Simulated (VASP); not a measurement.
# RbCl (Fm-3m) in VASP: a series of runs, part 2 of 2

VASP 6.6.1. Earlier steps stand in the parts before.

## (4) Single point, PBEsol (35.02 Å³/atom)

This run uses another cell than the first one, of 35.02 Å³/atom.

Contents of INCAR:

```
SYSTEM = RbCl
  ALGO = Normal
  EDIFF = 1E-6
  ENCUT = 500
  GGA = PS
  GGA_COMPAT = .False.
  ISIF = 2
  ISMEAR = 0
  LASPH = .True.
  LCHARG = .False.
  LREAL = .False.
  LWAVE = .False.
  NBANDS = 15
  NELM = 120
  PREC = Accurate
  SIGMA = 0.05
```

Contents of KPOINTS:

```
k-points
0
Gamma
  10 10 10
  0 0 0
```

Contents of POSCAR:

```
RbCl
1.0
    0.0000000000      3.2715450502      3.2715450502
    3.2715450502      0.0000000000      3.2715450502
    3.2715450502      3.2715450502      0.0000000000
Rb Cl
1 1
Direct
    0.5000000000      0.5000000000      0.5000000000
    0.0000000000      0.0000000000      0.0000000000
```

Potentials or basis: VASP PAW PBE potentials, release 64 (Rb_sv, Cl).

Command:

```sh
$ cat potpaw_PBE.64/Rb_sv/POTCAR potpaw_PBE.64/Cl/POTCAR > POTCAR
$ mpirun -np 1 vasp_std > vasp.out
```

OUTCAR:

```text
SYSTEM = RbCl
   EDIFF = 1E-6
   ENCUT = 500
   GGA = PS
   ISIF = 2
   ISMEAR = 0
   LASPH = .True.
   LREAL = .False.
   NELM = 120
   PREC = Accurate

 ion  position               nearest neighbor table
   1  0.500  0.500  0.500-   2 3.27   2 3.27   2 3.27   2 3.27   2 3.27   2 3.27
   2  0.000  0.000  0.000-   1 3.27   1 3.27   1 3.27   1 3.27   1 3.27   1 3.27

  LATTYP: Found a face centered cubic cell.
 ALAT       =     6.5430901004

  Lattice vectors:

 A1 = (   0.0000000000,   3.2715450502,   3.2715450502)
 A2 = (   3.2715450502,   0.0000000000,   3.2715450502)
 A3 = (   3.2715450502,   3.2715450502,   0.0000000000)

Analysis of symmetry for initial positions (statically):
=====================================================================
 Subroutine PRICEL returns:
 Original cell was already a primitive cell.

 Routine SETGRP: Setting up the symmetry group for a
 face centered cubic supercell.

 Subroutine GETGRP returns: Found 48 space group operations
 (whereof 48 operations were pure point group operations)
 out of a pool of 48 trial point group operations.

The static configuration has the point symmetry O_h .

Analysis of symmetry for dynamics (positions and initial velocities):
=====================================================================
 Subroutine PRICEL returns:
 Original cell was already a primitive cell.

 Routine SETGRP: Setting up the symmetry group for a
 face centered cubic supercell.

 Subroutine GETGRP returns: Found 48 space group operations
 (whereof 48 operations were pure point group operations)
 out of a pool of 48 trial point group operations.

The dynamic configuration has the point symmetry O_h .

 Subroutine INISYM returns: Found 48 space group operations
 (whereof 48 operations are pure point group operations),
 and found     1 'primitive' translations

----------------------------------------------------------------------------------------

                                     Primitive cell
[... 121 lines left out ...]
   LRPA    =     F    only Hartree local field effects (RPA)
 non-spin polarized calculation
 Gauss-broadening in eV      SIGMA  =   0.05
  energy-cutoff  :      500.00
  volume of cell :       70.03
 maximum number of plane-waves:      1807
 NGX is ok and might be reduce to    36
   NGX = 17   NGY = 17   NGZ = 17

 number of electron      16.0000001 magnetization

 Free energy of the ion-electron system (eV)
  ---------------------------------------------------
  ext. energy  EPLUGINS =         0.00000000
  ---------------------------------------------------
  free energy    TOTEN  =        -6.89450627 eV

  energy without entropy =       -6.89450627  energy(sigma->0) =       -6.89450627

 E-fermi :  -1.6149     XC(G=0):  -7.6000

 val. band max:       -1.8855885772   @ k =   0.0000   0.0000   0.0000
 cond. band min:       3.0083263338   @ k =   0.0000   0.0000   0.0000
 fundamental gap:      4.8939149110
 Fermi energy:        -1.6148574241

 k-point     1 :       0.0000    0.0000    0.0000
  band No.  band energies     occupation
      1     -25.7214      2.00000
      2     -13.8706      2.00000
      3      -9.7814      2.00000
      4      -9.7814      2.00000
      5      -9.7814      2.00000
      6      -1.8856      2.00000
      7      -1.8856      2.00000
      8      -1.8856      2.00000
      9       3.0083      0.00000
     10       6.0282      0.00000
     11       6.0282      0.00000
     12       6.0282      0.00000
     13       7.0209      0.00000
     14       7.0209      0.00000
[... 401 lines left out ...]
      2     -13.8615      2.00000
      3      -9.9196      2.00000
      4      -9.8639      2.00000
      5      -9.8608      2.00000
      6      -2.4041      2.00000
      7      -2.0334      2.00000
      8      -2.0066      2.00000
      9       4.5723      0.00000
     10       5.3591      0.00000
     11       7.9905      0.00000
     12       8.3132      0.00000
     13       8.8105      0.00000
     14       8.8413      0.00000
     15       9.6332      0.00000

 [... further k-points ...]

------------------------ aborting loop because EDIFF is reached ----------------------------------------

  FORCE on cell =-STRESS in cart. coord.  units (eV):
  Direction    XX          YY          ZZ          XY          YZ          ZX
  --------------------------------------------------------------------------------------
  -------------------------------------------------------------------------------------
  Total        0.0057163      0.0057163      0.0057163     -0.0000000      0.0000000      0.0000000
  in kB        0.1307778      0.1307778      0.1307778     -0.0000000      0.0000000      0.0000000
  external PRESSURE =       0.1307778 kB  Pullay stress =       0.0000000 kB

 VOLUME and BASIS-vectors are now :
 -----------------------------------------------------------------------------
  energy-cutoff  :      500.00
  volume of cell :       70.03
      direct lattice vectors                 reciprocal lattice vectors
     0.000000000  3.271545050  3.271545050    -0.152832986  0.152832986  0.152832986
     3.271545050  0.000000000  3.271545050     0.152832986 -0.152832986  0.152832986
     3.271545050  3.271545050  0.000000000     0.152832986  0.152832986 -0.152832986

 POSITION                                       TOTAL-FORCE (eV/Angst)
 -----------------------------------------------------------------------------------
      3.27155      3.27155      3.27155         0.000000     -0.000000      0.000000
      0.00000      0.00000      0.00000        -0.000000      0.000000     -0.000000
 -----------------------------------------------------------------------------------
    total drift:                                0.000000      0.000000      0.000000

  FREE ENERGIE OF THE ION-ELECTRON SYSTEM (eV)
  ---------------------------------------------------
  free  energy   TOTEN  =        -6.8945062731 eV

  energy  without entropy=       -6.8945062731  energy(sigma->0) =       -6.89450627
```

OSZICAR:

```text
N       E                     dE             d eps       ncg     rms          rms(c)
DAV:   1     0.780461256755E+02    0.78046E+02   -0.64816E+03  1410   0.864E+02
DAV:   2    -0.132582819557E+01   -0.79372E+02   -0.72574E+02  2040   0.173E+02
DAV:   3    -0.699323087384E+01   -0.56674E+01   -0.56398E+01  2018   0.447E+01
DAV:   4    -0.719753108778E+01   -0.20430E+00   -0.20426E+00  2061   0.617E+00
DAV:   5    -0.719942279906E+01   -0.18917E-02   -0.18916E-02  1985   0.622E-01    0.307E+00
DAV:   6    -0.690006645019E+01    0.29936E+00   -0.41124E-01  1781   0.325E+00    0.230E+00
DAV:   7    -0.688132561388E+01    0.18741E-01   -0.93854E-02  1921   0.169E+00    0.134E+00
DAV:   8    -0.689294116696E+01   -0.11616E-01   -0.14736E-02  1776   0.748E-01    0.158E-01
DAV:   9    -0.689393184819E+01   -0.99068E-03   -0.12514E-03  1900   0.188E-01    0.860E-02
DAV:  10    -0.689447742835E+01   -0.54558E-03   -0.50250E-04  1522   0.131E-01    0.147E-02
DAV:  11    -0.689449962575E+01   -0.22197E-04   -0.28796E-05  1809   0.331E-02    0.128E-02
DAV:  12    -0.689450632149E+01   -0.66957E-05   -0.18979E-05  1508   0.229E-02    0.387E-03
DAV:  13    -0.689450627309E+01    0.48397E-07   -0.33937E-07  1594   0.410E-03
   1 F= -.68945063E+01 E0= -.68945063E+01  d E =-.170998E-16
```

stdout:

```text
POSCAR found type information on POSCAR RbCl
 POSCAR found :  2 types and       2 ions
 scaLAPACK will be used
 -----------------------------------------------------------------------------
|                                                                             |
|                                                                             |
|     You enforced a specific xc type in the INCAR file but a different       |
|     I HOPE YOU KNOW WHAT YOU ARE DOING!                                     |
|                                                                             |
 -----------------------------------------------------------------------------

 LDA part: xc-table for (Slater+PW92), standard interpolation
 POSCAR, INCAR and KPOINTS ok, starting setup
 FFT: planning ... GRIDC
 FFT: planning ... GRID_SOFT
 FFT: planning ... GRID
 WAVECAR not read
 entering main loop
```

Run time: 44 s. Hardware: 1 thread of Intel Xeon 8259CL, shared host; peak memory 0.22 GiB.

What came out:

| Property | Result |
| --- | --- |
| Free energy | -6.8945 eV |
| Pressure | 0.0 GPa |
| Band gap on the k mesh | 4.89 eV |

Caveat: the PAW data sets were made with another functional, which shifts forces and pressure a little. A k mesh can miss the band edges.

## (5) Overview

| cell | gap on the mesh (eV) | pressure (GPa) |
| --- | --- | --- |
| a = 4.646 Å, angles 60.0°, 2 atoms | 4.86 | -0.2 |
| a = 4.639 Å, angles 60.0°, 2 atoms | 4.87 | -0.1 |
| a = 4.627 Å, angles 60.0°, 2 atoms | 4.89 | 0.0 |

Alike in all rows: task single point; level PBEsol; potentials or basis VASP PAW PBE potentials, release 64 (Rb_sv, Cl); no spin polarisation; k mesh 10 × 10 × 10; cutoff (eV) 500; smearing gaussian 0.05 eV.

Caveats: the PAW data sets were made with another functional, which shifts forces and pressure a little.

Total energies depend on the potentials used, so only differences within one code and one set of settings carry meaning.
